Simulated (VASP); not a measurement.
# SnSe (Fm-3m) in VASP: further runs

The runs below take SnSe through single point, with PBEsol.

All numbers are computed with VASP 6.6.1; they aren't measurements. Logs are shortened: lines on timing, memory, paths and dates and some standing lists are left out, and cuts for length are marked.

### Step 1. The cell of the first run

The structure is cubic, space group Fm-3m (No. 225). Conventional cell: a = 6.073 Å, b = 6.073 Å, c = 6.073 Å, α = 90.00°, β = 90.00°, γ = 90.00°. Sn (site symmetry m-3m) has 6 Se at 3.04 Å within 4.0 Å. Within 4.0 Å of Se (site symmetry m-3m) lie 6 Sn at 3.04 Å.

### Step 2. Single point, PBEsol

INCAR reads:

```
PREC = Accurate
ENCUT = 500
EDIFF = 1E-6
ISMEAR = 0
SIGMA = 0.01
LREAL = False
LASPH = True
NELM = 120
ALGO = Normal
ISIF = 2
LWAVE = False
LCHARG = False
GGA = PS
NBANDS = 17
GGA_COMPAT = False
```

KPOINTS reads:

```
Automatic mesh
0
Gamma
  6 6 6
```

POSCAR reads:

```
SnSe
1.0
    0.0000000000      3.0365211903      3.0365211903
    3.0365211903      0.0000000000      3.0365211903
    3.0365211903      3.0365211903      0.0000000000
Sn Se
1 1
Direct
    0.0000000000      0.0000000000      0.0000000000
    0.5000000000      0.5000000000      0.5000000000
```

Potentials or basis: VASP PAW PBE potentials, release 64 (Sn_d, Se).

Run with:

```console
$ cat potpaw_PBE.64/Sn_d/POTCAR potpaw_PBE.64/Se/POTCAR > POTCAR
$ mpirun -np 1 vasp_std > vasp.out
```

OUTCAR:

```text
PREC = Accurate
   ENCUT = 500
   EDIFF = 1E-6
   ISMEAR = 0
   LREAL = False
   LASPH = True
   NELM = 120
   ISIF = 2
   GGA = PS

 ion  position               nearest neighbor table
   1  0.000  0.000  0.000-   2 3.04   2 3.04   2 3.04   2 3.04   2 3.04   2 3.04
   2  0.500  0.500  0.500-   1 3.04   1 3.04   1 3.04   1 3.04   1 3.04   1 3.04

  LATTYP: Found a face centered cubic cell.
 ALAT       =     6.0730423806

  Lattice vectors:

 A1 = (   0.0000000000,   3.0365211903,   3.0365211903)
 A2 = (   3.0365211903,   0.0000000000,   3.0365211903)
 A3 = (   3.0365211903,   3.0365211903,   0.0000000000)

Analysis of symmetry for initial positions (statically):
[... 5 lines left out ...]
 face centered cubic supercell.

 Subroutine GETGRP returns: Found 48 space group operations
 (whereof 48 operations were pure point group operations)
 out of a pool of 48 trial point group operations.

The static configuration has the point symmetry O_h .

Analysis of symmetry for dynamics (positions and initial velocities):
[... 5 lines left out ...]
 face centered cubic supercell.

 Subroutine GETGRP returns: Found 48 space group operations
 (whereof 48 operations were pure point group operations)
 out of a pool of 48 trial point group operations.

The dynamic configuration has the point symmetry O_h .

 Subroutine INISYM returns: Found 48 space group operations
 (whereof 48 operations are pure point group operations),
 and found     1 'primitive' translations

----------------------------------------------------------------------------------------

                                     Primitive cell

  volume of cell :      55.9963

  direct lattice vectors                    reciprocal lattice vectors
     0.000000000  3.036521190  3.036521190    -0.164662115  0.164662115  0.164662115
     3.036521190  0.000000000  3.036521190     0.164662115 -0.164662115  0.164662115
     3.036521190  3.036521190  0.000000000     0.164662115  0.164662115 -0.164662115

  length of vectors
     4.294289450  4.294289450  4.294289450     0.285203148  0.285203148  0.285203148

  position of ions in fractional coordinates (direct lattice)
     0.000000000  0.000000000  0.000000000
     0.500000000  0.500000000  0.500000000

  ion indices of the primitive-cell ions
   primitive index   ion index
                 1           1
                 2           2

----------------------------------------------------------------------------------------

 KPOINTS: Automatic mesh

Automatic generation of k-mesh.
 Grid dimensions read from file:
 generate k-points for:    6    6    6

 Generating k-lattice:

  Cartesian coordinates                     Fractional coordinates (reciprocal lattice)
    -0.027443686  0.027443686  0.027443686     0.166666667  0.000000000  0.000000000
     0.027443686 -0.027443686  0.027443686     0.000000000  0.166666667  0.000000000
     0.027443686  0.027443686 -0.027443686     0.000000000  0.000000000  0.166666667

  Length of vectors
     0.047533858  0.047533858  0.047533858

  Shift w.r.t. Gamma in fractional coordinates (k-lattice)
     0.000000000  0.000000000  0.000000000

 Subroutine IBZKPT returns following result:
 ===========================================

 Found     16 irreducible k-points:

 Following reciprocal coordinates:
            Coordinates               Weight
  0.000000  0.000000  0.000000      1.000000
  0.166667  0.000000  0.000000      8.000000
  0.333333  0.000000  0.000000      8.000000
  0.500000  0.000000  0.000000      4.000000
  0.166667  0.166667  0.000000      6.000000
  0.333333  0.166667  0.000000     24.000000
[... 8 lines left out ...]
 -0.333333  0.333333  0.166667     24.000000
 -0.333333  0.500000  0.166667     12.000000
   k-points           NKPTS =     16   k-points in BZ     NKDIM =     16   number of bands    NBANDS=     17
   number of dos      NEDOS =    301   number of ions     NIONS =      2
   total plane-waves  NPLWV =  32768
   dimension x,y,z NGX =    32 NGY =   32 NGZ =   32
   dimension x,y,z NGXF=    64 NGYF=   64 NGZF=   64
   ions per type =               1   1
   NGX,Y,Z   is equivalent  to a cutoff of  12.39, 12.39, 12.39 a.u.
   NGXF,Y,Z  is equivalent  to a cutoff of  24.78, 24.78, 24.78 a.u.
 SYSTEM =  unknown system
   PREC   = accura    normal or accurate (medium, high low for compatibility)
   ISTART =      0    job   : 0-new  1-cont  2-samecut
   ICHARG =      2    charge: 1-file 2-atom 10-const
   ISPIN  =      1    spin polarized calculation?
   LNONCOLLINEAR =      F non collinear calculations
   LSORBIT =      F    spin-orbit coupling
   LASPH  =      T    aspherical Exc in radial PAW
   ENCUT  =  500.0 eV  36.75 Ry    6.06 a.u.   7.83  7.83  7.83*2*pi/ulx,y,z
   NELM   =    120;   NELMIN=  2; NELMDL= -5     # of ELM steps
   EDIFF  = 0.1E-05   stopping-criterion for ELM
   LREAL  =      F    real-space projection
   EDIFFG = 0.1E-04   stopping-criterion for IOM
   NSW    =      0    number of steps for IOM
   IBRION =     -1    ionic relax: 0-MD 1-quasi-New 2-CG
   NFREE  =      0    steps in history (QN), initial steepest desc. (CG)
   ISIF   =      2    stress and relaxation
   ISYM   =      2    0-nonsym 1-usesym 2-fastsym
   POTIM  = 0.5000    time-step for ionic-motion
   TEBEG  =    0.0;   TEEND  =   0.0 temperature during run
   PSTRESS=    0.0 pullay stress
   NELECT =      20.0000    total number of electrons
   NUPDOWN=      -1.0000    fix difference up-down
   EMIN   =  10.00;   EMAX   =-10.00  energy-range for DOS
   EFERMI =   0.00;   METHOD = LEGACY
   ISMEAR =     0;   SIGMA  =   0.01  broadening in eV -4-tet -1-fermi 0-gaus
   EFERMI_NEDOS =   21; number of points for ismear=-14 and -15
   IALGO  =     38    algorithm
   IMIX   =      4    mixing-type and parameters
     AMIX     =   0.40;   BMIX     =  1.00
     AMIX_MAG =   1.60;   BMIX_MAG =  1.00
  volume/ion in A,a.u.               =      28.00       188.94
  Fermi-wavevector in a.u.,A,eV,Ry     =   1.161534  2.194981 18.356446  1.349161
  Thomas-Fermi vector in A             =   2.298105
   LORBIT       =      0    0 simple, 1 ext, 2 COOP (PROOUT), +10 PAW based schemes
   GGA     = PS    functional components
   LHFCALC =     F    Hartree Fock is set to
   AEXX    =    0.0000 exact exchange contribution
   IVDW    =     0    specifies the selected vdW correction
   LEPSILON=     F    determine dielectric tensor
   LRPA    =     F    only Hartree local field effects (RPA)
 non-spin polarized calculation
 Gauss-broadening in eV      SIGMA  =   0.01
  energy-cutoff  :      500.00
  volume of cell :       56.00
 maximum number of plane-waves:      1435
   NGX = 15   NGY = 15   NGZ = 15

 number of electron      19.9999997 magnetization

 Free energy of the ion-electron system (eV)
  ---------------------------------------------------
  ext. energy  EPLUGINS =         0.00000000
  ---------------------------------------------------
  free energy    TOTEN  =        -8.96715794 eV

  energy without entropy =       -8.96715794  energy(sigma->0) =       -8.96715794

 E-fermi :   5.1239     XC(G=0):  -9.6635

 val. band max:        5.0819852395   @ k =   0.5000   0.0000   0.0000
 cond. band min:       5.6153736933   @ k =   0.5000   0.0000   0.0000
 fundamental gap:      0.5333884538
 Fermi energy:         5.1238697330

 k-point     1 :       0.0000    0.0000    0.0000
  band No.  band energies     occupation
      1     -16.3456      2.00000
      2     -16.3456      2.00000
      3     -16.3456      2.00000
      4     -16.3443      2.00000
      5     -16.3443      2.00000
      6      -8.5646      2.00000
[... 9 lines left out ...]
     16      10.9835      0.00000
     17      13.2509      0.00000

 k-point     2 :       0.1667    0.0000    0.0000
  band No.  band energies     occupation
      1     -16.3464      2.00000
      2     -16.3464      2.00000
      3     -16.3450      2.00000
      4     -16.3423      2.00000
      5     -16.3423      2.00000
      6      -8.3832      2.00000
[... 9 lines left out ...]
     16      11.5984      0.00000
     17      14.8621      0.00000

 k-point     3 :       0.3333    0.0000    0.0000
  band No.  band energies     occupation
      1     -16.3499      2.00000
      2     -16.3499      2.00000
      3     -16.3438      2.00000
      4     -16.3365      2.00000
      5     -16.3365      2.00000
      6      -7.9524      2.00000
[... 9 lines left out ...]
     16      13.2059      0.00000
     17      16.6924      0.00000

 k-point     4 :       0.5000    0.0000    0.0000
  band No.  band energies     occupation
      1     -16.3516      2.00000
      2     -16.3516      2.00000
      3     -16.3433      2.00000
      4     -16.3335      2.00000
      5     -16.3335      2.00000
      6      -7.6846      2.00000
[... 9 lines left out ...]
     16      15.2905      0.00000
     17      15.2905      0.00000

 k-point     5 :       0.1667    0.1667    0.0000
  band No.  band energies     occupation
      1     -16.3489      2.00000
      2     -16.3471      2.00000
      3     -16.3425      2.00000
      4     -16.3417      2.00000
      5     -16.3417      2.00000
      6      -8.3230      2.00000
[... 9 lines left out ...]
     16      12.6233      0.00000
     17      13.6062      0.00000

 k-point     6 :       0.3333    0.1667    0.0000
  band No.  band energies     occupation
      1     -16.3535      2.00000
      2     -16.3463      2.00000
      3     -16.3445      2.00000
      4     -16.3380      2.00000
      5     -16.3356      2.00000
      6      -7.9731      2.00000
[... 9 lines left out ...]
     16      14.0962      0.00000
     17      15.6123      0.00000
[... 121 lines left out ...]
 k-point    13 :       0.5000    0.5000    0.0000
  band No.  band energies     occupation
      1     -16.3694      2.00000
      2     -16.3515      2.00000
      3     -16.3373      2.00000
      4     -16.3296      2.00000
      5     -16.3296      2.00000
      6      -7.4294      2.00000
[... 9 lines left out ...]
     16      16.4508      0.00000
     17      17.6781      0.00000

 k-point    14 :       0.5000    0.3333    0.1667
  band No.  band energies     occupation
      1     -16.3575      2.00000
      2     -16.3452      2.00000
      3     -16.3444      2.00000
      4     -16.3350      2.00000
      5     -16.3338      2.00000
      6      -7.6565      2.00000
[... 9 lines left out ...]
     16      15.0024      0.00000
     17      15.4564      0.00000

 k-point    15 :      -0.3333    0.3333    0.1667
  band No.  band energies     occupation
      1     -16.3587      2.00000
      2     -16.3454      2.00000
      3     -16.3403      2.00000
      4     -16.3392      2.00000
      5     -16.3315      2.00000
      6      -7.4769      2.00000
[... 9 lines left out ...]
     16      16.4385      0.00000
     17      16.4721      0.00000

 k-point    16 :      -0.3333    0.5000    0.1667
  band No.  band energies     occupation
      1     -16.3638      2.00000
      2     -16.3462      2.00000
      3     -16.3413      2.00000
      4     -16.3352      2.00000
      5     -16.3296      2.00000
      6      -7.4090      2.00000
[... 9 lines left out ...]
     16      16.1312      0.00000
     17      17.7876      0.00000

------------------------ aborting loop because EDIFF is reached ----------------------------------------

  FORCE on cell =-STRESS in cart. coord.  units (eV):
  Direction    XX          YY          ZZ          XY          YZ          ZX
  --------------------------------------------------------------------------------------
  -------------------------------------------------------------------------------------
  Total       -1.1917201     -1.1917201     -1.1917201     -0.0000000      0.0000000     -0.0000000
  in kB      -34.0977635    -34.0977635    -34.0977635     -0.0000000      0.0000000     -0.0000000
  external PRESSURE =     -34.0977635 kB  Pullay stress =       0.0000000 kB

 VOLUME and BASIS-vectors are now :
 -----------------------------------------------------------------------------
  energy-cutoff  :      500.00
  volume of cell :       56.00
      direct lattice vectors                 reciprocal lattice vectors
     0.000000000  3.036521190  3.036521190    -0.164662115  0.164662115  0.164662115
     3.036521190  0.000000000  3.036521190     0.164662115 -0.164662115  0.164662115
     3.036521190  3.036521190  0.000000000     0.164662115  0.164662115 -0.164662115

 POSITION                                       TOTAL-FORCE (eV/Angst)
 -----------------------------------------------------------------------------------
      0.00000      0.00000      0.00000        -0.000000      0.000000      0.000000
      3.03652      3.03652      3.03652         0.000000     -0.000000     -0.000000
 -----------------------------------------------------------------------------------
    total drift:                                0.000000     -0.000000     -0.000000

  FREE ENERGIE OF THE ION-ELECTRON SYSTEM (eV)
  ---------------------------------------------------
  free  energy   TOTEN  =        -8.9671579360 eV

  energy  without entropy=       -8.9671579360  energy(sigma->0) =       -8.96715794
```

Wall time 25 s (1 thread of Intel Xeon 8259CL, shared host); peak memory 0.18 GiB.

What came out:

```yaml
Free_energy: -8.9672 eV
Pressure: -3.4 GPa
Band_gap_on_the_k_mesh: 0.53 eV, direct
```

Levels at points of the mesh, in eV from the valence-band top:
| k point | band 8 | band 9 | band 10 | band 11 | band 12 | band 13 |
| --- | --- | --- | --- | --- | --- | --- |
| (0.00, 0.00, 0.00) | -2.05 | -2.05 | -2.05 | 4.26 | 4.26 | 4.26 |
| (0.50, 0.00, 0.00) | -1.81 | -1.81 | 0.00 | 0.53 | 1.30 | 1.30 |
| (0.50, 0.50, 0.00) | -5.26 | -3.46 | -3.46 | 3.07 | 5.24 | 5.24 |

Caveat: the PAW data sets were made with another functional, which shifts forces and pressure a little; spin-orbit coupling is left out, which moves the levels of the heavy elements.

### Step 3. Single point, PBEsol

This run uses another cell than the first one, of 28.73 Å³/atom, 1.026 times its volume.

INCAR reads:

```
SYSTEM = SnSe
ALGO = Normal
EDIFF = 1E-6
ENCUT = 500
GGA = PS
GGA_COMPAT = .FALSE.
ISIF = 2
ISMEAR = 0
LASPH = .TRUE.
LCHARG = .TRUE.
LELF = .TRUE.
LREAL = .FALSE.
LVHAR = .TRUE.
LWAVE = .FALSE.
NBANDS = 17
NELM = 120
PREC = Accurate
SIGMA = 0.01
```

KPOINTS reads:

```
k-points
0
G
  6 6 6
  0 0 0
```

POSCAR reads:

```
SnSe
1.0
    0.0000000000      3.0625870248      3.0625870248
    3.0625870248      0.0000000000      3.0625870248
    3.0625870248      3.0625870248      0.0000000000
Sn Se
1 1
Direct
    0.0000000000      0.0000000000      0.0000000000
    0.5000000000      0.5000000000      0.5000000000
```

Potentials or basis: VASP PAW PBE potentials, release 64 (Sn_d, Se).

Run with:

```console
$ cat potpaw_PBE.64/Sn_d/POTCAR potpaw_PBE.64/Se/POTCAR > POTCAR
$ mpirun -np 1 vasp_std > vasp.out
```

It took 29 s on 1 thread of Intel Xeon 8259CL, shared host; peak memory 0.18 GiB.

It converged, with:

```yaml
Free_energy: -8.9319 eV
Pressure: -4.4 GPa
Band_gap_on_the_k_mesh: 0.43 eV, direct
```

Levels at points of the mesh, in eV from the valence-band top:
| k point | band 8 | band 9 | band 10 | band 11 | band 12 | band 13 |
| --- | --- | --- | --- | --- | --- | --- |
| (0.00, 0.00, 0.00) | -1.99 | -1.99 | -1.99 | 4.14 | 4.14 | 4.14 |
| (0.50, 0.00, 0.00) | -1.76 | -1.76 | 0.00 | 0.43 | 1.29 | 1.29 |
| (0.50, 0.50, 0.00) | -5.10 | -3.36 | -3.36 | 3.14 | 5.09 | 5.09 |

Caveat: the PAW data sets were made with another functional, which shifts forces and pressure a little; spin-orbit coupling is left out, which moves the levels of the heavy elements. A k mesh can miss the band edges.

(Continued in part 2 of 2.)
